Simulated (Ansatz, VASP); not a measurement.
## Hf2S: VASP beside Ansatz

The input INCAR:

```
PREC = Accurate
ENCUT = 520
EDIFF = 1E-6
ISMEAR = 0
SIGMA = 0.15
LREAL = F
LASPH = T
NELM = 100
ALGO = Normal
ISIF = 2
LWAVE = F
LCHARG = F
GGA = PS
NBANDS = 35
```

File KPOINTS:

```
Automatic mesh
0
Gamma
  18 18 4
```

Contents of POSCAR:

```
Hf2S
1.0
    3.3465310252      0.0000000000      0.0000000000
   -1.6732655126      2.8981808824      0.0000000000
    0.0000000000      0.0000000000     12.0141629178
Hf S
4 2
Direct
    0.6666666667      0.3333333333      0.8986176343
    0.3333333333      0.6666666667      0.3986176343
    0.6666666667      0.3333333333      0.6013823657
    0.3333333333      0.6666666667      0.1013823657
    0.0000000000      0.0000000000      0.7500000000
    0.0000000000      0.0000000000      0.2500000000
```

Input for Ansatz:

```yaml
crystal:
  lattice:
    - [3.3465310252, 0.0, 0.0]
    - [-1.6732655126, 2.8981808824, 0.0]
    - [0.0, 0.0, 12.0141629178]
  atoms:
    - { symbol: Hf, position: [0.6666666667, 0.3333333333, 0.8986176343] }
    - { symbol: Hf, position: [0.3333333333, 0.6666666667, 0.3986176343] }
    - { symbol: Hf, position: [0.6666666667, 0.3333333333, 0.6013823657] }
    - { symbol: Hf, position: [0.3333333333, 0.6666666667, 0.1013823657] }
    - { symbol: S, position: [0.0, 0.0, 0.75] }
    - { symbol: S, position: [0.0, 0.0, 0.25] }
basis:
  ecutwfc: 420
kpoints:
  mp_grid: { grid: [18, 18, 4] }
hamiltonian:
  xc: pbesol
scf:
  occupations: { method: gaussian, width: 0.15 }
output:
  forces: true
  stress: true
  eigenvalues: true
```

Change from the starting cell: strain +0.000 along x and y, +0.030 along z, atoms carried along.

Alike in both runs: task single point; functional PBEsol; k mesh 18 × 18 × 4; occupations gaussian, width 0.15 eV; no spin polarisation.

|  | VASP | Ansatz |
| --- | --- | --- |
| version | VASP 6.6.1 | Ansatz 0.2.0 |
| potentials or method | VASP PAW PBE potentials, release 64 (Hf_pv, S), cutoff 520 eV | scalar-relativistic, plane waves, PAW |
| valence electrons in the cell | 52 | 116 |

|  | VASP | Ansatz | Ansatz less VASP |
| --- | --- | --- | --- |
| gap on the k mesh at the Fermi level (eV) | none | none | - |
| pressure (GPa) | -4.9 | -4.4 | +0.47 |
| traceless stress, the component that is largest in VASP (GPa) | -3.38 | -3.37 | +0.009 |
| rms of the force components (eV/Å) | 0.037 | 0.041 | +0.0038 |

VASP's potentials were made for PBE, not for PBEsol. Atom by atom the forces differ by 0.004 eV/Å (rms over components). A gap of «none» marks a metal or a gap that the smearing closes. VASP's potentials hold 52 valence electrons a cell and Ansatz's 116, so a difference there can come from the potentials and not from the codes.

Neither program's run includes spin-orbit coupling.
